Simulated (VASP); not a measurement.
# SnSe in VASP: further runs, part 2 of 2

VASP 6.6.1. The steps go on from the part before.

## Step 3: Single point, PBEsol

File INCAR:

```
PREC = Accurate
ENCUT = 520
EDIFF = 1E-6
ISMEAR = -1
SIGMA = 0.02
LREAL = Auto
LASPH = T
NELM = 60
ALGO = Normal
ISIF = 2
LWAVE = F
LCHARG = T
GGA = PS
LELF = T
LVHAR = T
NBANDS = 94
```

File KPOINTS:

```
Automatic mesh
0
Gamma
  2 2 2
  0.5 0.5 0.5
```

File POSCAR:

```
SnSe
1.0
    2.1032390000      5.7119280000     -4.2142850000
    2.1032390000      5.7119280000      4.2142850000
    8.4129550000      0.0000000000      0.0000000000
Sn Se
8 8
Direct
    0.4923117349      0.7561821186      0.4329052082
    0.9884828109      0.2491922788      0.4480618857
    0.4971058715      0.7432921167      0.9351467559
    0.9925885022      0.2479022743      0.9334455515
    0.0095452372      0.7590813981      0.0554690337
    0.5050973129      0.2493160831      0.0615432180
    0.0118635419      0.7478270565      0.5637239360
    0.5018252131      0.2655132408      0.5559134499
    0.7235618513      0.9865167772      0.3209265871
    0.2216641128      0.4835476826      0.3194841823
    0.7217397230      0.9835720386      0.8230607195
    0.2358412403      0.4812579598      0.8271152045
    0.7699981925      0.5199249298      0.1851395119
    0.2682180612      0.0246329691      0.1814090640
    0.7708037783      0.5218082785      0.6723443678
    0.2742038568      0.0181132032      0.6729531252
```

Potentials or basis: VASP PAW PBE potentials, release 64 (Sn_d, Se).

Run with:

```bash
$ cat potpaw_PBE.64/Sn_d/POTCAR potpaw_PBE.64/Se/POTCAR > POTCAR
$ mpirun -np 1 vasp_std > vasp.out
```

OUTCAR:

```text
PREC = Accurate
   ENCUT = 520
   EDIFF = 1E-6
   ISMEAR = -1
   LREAL = Auto
   LASPH = T
   NELM = 60
   ISIF = 2
   GGA = PS

 ion  position               nearest neighbor table
   1  0.492  0.756  0.433-   9 2.64  14 2.91  16 2.94  13 2.96  15 3.03   7 3.43   8 3.46
   2  0.988  0.249  0.448-  10 2.67  15 2.89  13 2.96  16 2.98  14 3.02   8 3.42   7 3.51
   3  0.497  0.743  0.935-  11 2.66  15 2.98  16 2.98  13 3.05  14 3.08   5 3.43   6 3.49
   4  0.993  0.248  0.933-  12 2.72  15 2.97  16 3.01  14 3.06  13 3.06   5 3.44   6 3.46
   5  0.010  0.759  0.055-  13 2.74  10 2.95  12 2.95  11 3.03   9 3.04   3 3.43   4 3.44
   6  0.505  0.249  0.062-  14 2.64   9 2.92  11 2.94  12 2.95  10 3.02   4 3.46   3 3.49
   7  0.012  0.748  0.564-  15 2.67  10 2.97  12 2.98  11 3.05   9 3.10   1 3.43   2 3.51
[... 598 lines left out ...]
  external PRESSURE =       7.8362225 kB  Pullay stress =       0.0000000 kB

 VOLUME and BASIS-vectors are now :
 -----------------------------------------------------------------------------
  energy-cutoff  :      520.00
  volume of cell :      405.03
      direct lattice vectors                 reciprocal lattice vectors
     2.103239000  5.711928000 -4.214285000     0.000000000  0.087536117 -0.118644088
     2.103239000  5.711928000  4.214285000     0.000000000  0.087536117  0.118644088
     8.412955000  0.000000000  0.000000000     0.118864299 -0.043768064  0.000000000

 POSITION                                       TOTAL-FORCE (eV/Angst)
 -----------------------------------------------------------------------------------
      6.26789      7.13131      1.11202        -0.105227     -0.350091     -0.068753
      6.37265      7.06951     -3.11558        -0.253109     -0.212027     -0.128030
     10.47620      7.08506      1.03750         0.163986     -0.233339      0.007362
     10.46208      7.08559     -3.13832         0.151294      0.021607      0.008609
      2.08326      4.39034      3.15876         0.064581     -0.158465      0.092693
      2.10447      4.30916     -1.07794         0.077689      0.370146     -0.013565
[... 8 lines left out ...]
      8.37508      7.38331     -1.04934         0.296718     -0.295263      0.080034
      6.27634      1.66969     -1.07924         0.239273     -0.149411      0.198363
 -----------------------------------------------------------------------------------
    total drift:                                0.012559      0.000011      0.000981

  FREE ENERGIE OF THE ION-ELECTRON SYSTEM (eV)
  ---------------------------------------------------
  free  energy   TOTEN  =       -71.5857420242 eV

  energy  without entropy=      -71.5857420180  energy(sigma->0) =      -71.58574202
```

OSZICAR:

```text
N       E                     dE             d eps       ncg     rms          rms(c)
DAV:   1     0.208796025705E+04    0.20880E+04   -0.69544E+04   768   0.224E+03
DAV:   2     0.370265211183E+03   -0.17177E+04   -0.16819E+04   752   0.673E+02
DAV:   3    -0.282678941619E+02   -0.39853E+03   -0.37817E+03   840   0.241E+02
DAV:   4    -0.711452798263E+02   -0.42877E+02   -0.41468E+02   896   0.737E+01
DAV:   5    -0.729267700679E+02   -0.17815E+01   -0.17626E+01   872   0.152E+01    0.924E+00
DAV:   6    -0.716550090280E+02    0.12718E+01   -0.27100E+00   986   0.746E+00    0.557E+00
DAV:   7    -0.716056954106E+02    0.49314E-01   -0.14678E+00  1008   0.395E+00    0.188E+00
DAV:   8    -0.715888032224E+02    0.16892E-01   -0.25533E-01   962   0.266E+00    0.532E-01
DAV:   9    -0.715855644821E+02    0.32387E-02   -0.35729E-02   968   0.107E+00    0.164E-01
DAV:  10    -0.715857693419E+02   -0.20486E-03   -0.33158E-03  1072   0.294E-01    0.106E-01
DAV:  11    -0.715857597410E+02    0.96010E-05   -0.86001E-04   968   0.125E-01    0.282E-02
DAV:  12    -0.715857412282E+02    0.18513E-04   -0.14390E-04   936   0.561E-02    0.112E-02
DAV:  13    -0.715857420242E+02   -0.79600E-06   -0.97667E-06   760   0.196E-02
   1 F= -.71585742E+02 E0= -.71585742E+02  d E =-.622913E-08
```

It took 3.4 min on 1 thread of Intel Xeon Platinum 8488C (Sapphire Rapids), shared host; peak memory 0.5 GiB.

What came out:

```
Free energy            : -71.5857 eV
Pressure               : 0.8 GPa
Largest force          : 0.518 eV/Å
Band gap on the k mesh : 0.72 eV
```

Forces in eV/Å, atoms in the order of the input:
```
Sn  -0.105 -0.350 -0.069
Sn  -0.253 -0.212 -0.128
Sn   0.164 -0.233  0.007
Sn   0.151  0.022  0.009
Sn   0.065 -0.158  0.093
Sn   0.078  0.370 -0.014
Sn  -0.090  0.252  0.111
Sn  -0.075  0.033 -0.092
Se   0.065  0.481 -0.173
Se   0.141  0.376 -0.086
Se  -0.047  0.404 -0.151
Se  -0.260  0.001  0.141
Se  -0.256 -0.035  0.059
Se  -0.113 -0.505  0.014
Se   0.297 -0.295  0.080
Se   0.239 -0.149  0.198
```

Caveat: the atoms stand as in a frame of molecular dynamics; semilocal functionals underestimate gaps, and a narrow one can read as zero; the PAW data sets were made with another functional, which shifts forces and pressure a little; spin-orbit coupling is left out, which moves the levels of the heavy elements; a shifted mesh leaves out Γ, where band edges can lie.

## Step 4: Single point, PBEsol

File INCAR:

```
PREC = Accurate
ENCUT = 520
EDIFF = 1E-6
ISMEAR = -1
SIGMA = 0.02
LREAL = Auto
LASPH = True
NELM = 60
ALGO = Normal
ISIF = 2
LWAVE = False
LCHARG = False
GGA = PS
NBANDS = 94
```

KPOINTS is that of step 3.

File POSCAR:

```
SnSe
1.0
    2.1244570000      5.7695510000     -4.2568000000
    2.1244570000      5.7695510000      4.2568000000
    8.4978270000      0.0000000000      0.0000000000
Sn Se
8 8
Direct
    0.4909221838      0.7553092821      0.4373940348
    0.9909870512      0.2448340725      0.4463476561
    0.4971116858      0.7409664593      0.9370052154
    0.9909479890      0.2489244032      0.9384155994
    0.0075535208      0.7582204537      0.0562665161
    0.5027609738      0.2540854429      0.0601303524
    0.0101749565      0.7486336579      0.5627906672
    0.5032531321      0.2612600857      0.5591633653
    0.7265651481      0.9840111169      0.3218477241
    0.2234925981      0.4799380501      0.3199895497
    0.7257923069      0.9853760318      0.8221585877
    0.2357993597      0.4833590289      0.8238251882
    0.7641946303      0.5217550043      0.1851820821
    0.2686820795      0.0236437878      0.1801620891
    0.7718692013      0.5196198591      0.6744319489
    0.2759808241      0.0181486497      0.6723037054
```

Run with:

```bash
$ cat potpaw_PBE.64/Sn_d/POTCAR potpaw_PBE.64/Se/POTCAR > POTCAR
$ mpirun -np 1 vasp_std > vasp.out
```

It took 2.8 min on 1 thread of Intel Xeon Platinum 8488C (Sapphire Rapids), shared host; peak memory 0.51 GiB.

It converged, with:

```yaml
Free_energy: -71.6152 eV
Pressure: -1.1 GPa
Largest_force: 0.349 eV/Å
Band_gap_on_the_k_mesh: 0.69 eV
```

Forces on the atoms (eV/Å):
```
Sn  -0.101 -0.084 -0.037
Sn  -0.155 -0.018 -0.063
Sn   0.126  0.139  0.023
Sn   0.107  0.197  0.018
Sn   0.092 -0.308  0.061
Sn   0.101  0.066 -0.070
Sn  -0.106  0.068  0.080
Sn  -0.096 -0.015 -0.065
Se  -0.009  0.281 -0.082
Se   0.093  0.246 -0.011
Se  -0.057  0.046 -0.121
Se  -0.155 -0.154  0.090
Se  -0.231  0.116 -0.073
Se  -0.066 -0.264 -0.015
Se   0.225 -0.160  0.053
Se   0.232 -0.157  0.209
```

Stress tensor (GPa, compression positive):
```
-1.57  0.08  0.02
 0.08  0.07 -0.06
 0.02 -0.06 -1.80
```

Levels at points of the mesh, in eV from the valence-band top:
```csv
k point,band 78,band 79,band 80,band 81,band 82,band 83
"(0.25, 0.25, 0.25)",-0.67,-0.51,-0.16,1.00,1.09,1.32
```

Caveat: the atoms stand as in a frame of molecular dynamics; semilocal functionals underestimate gaps, and a narrow one can read as zero; the PAW data sets were made with another functional, which shifts forces and pressure a little; spin-orbit coupling is left out, which moves the levels of the heavy elements; a shifted mesh leaves out Γ, where band edges can lie.

## Step 5: Overview

| cell | smearing | gap on the mesh (eV) | pressure (GPa) | largest force (eV/Å) |
| --- | --- | --- | --- | --- |
| a = 7.586, b = 7.586, c = 8.620 Å, angles 73.5, 73.5, 69.4°, 16 atoms, atomic positions A | gaussian 0.1 eV | 0.68 | -3.2 | 0.29 |
| a = 7.403, b = 7.403, c = 8.413 Å, angles 73.5, 73.5, 69.4°, 16 atoms, atomic positions B | fermi-dirac 0.02 eV | 0.72 | 0.8 | 0.52 |
| a = 7.478, b = 7.478, c = 8.498 Å, angles 73.5, 73.5, 69.4°, 16 atoms, atomic positions C | fermi-dirac 0.02 eV | 0.69 | -1.1 | 0.35 |

Alike in all rows: task single point; level PBEsol; potentials or basis VASP PAW PBE potentials, release 64 (Sn_d, Se); no spin polarisation; k mesh 2 × 2 × 2, shifted; cutoff (eV) 520.

Caveats: semilocal functionals underestimate gaps, and a narrow one can read as zero; the PAW data sets were made with another functional, which shifts forces and pressure a little; spin-orbit coupling is left out, which moves the levels of the heavy elements; a shifted mesh leaves out Γ, where band edges can lie; the atoms stand as in a frame of molecular dynamics (at least some runs); the cell stands under tension (at least some runs).

Absolute energies hang on the potentials; compare differences alone.
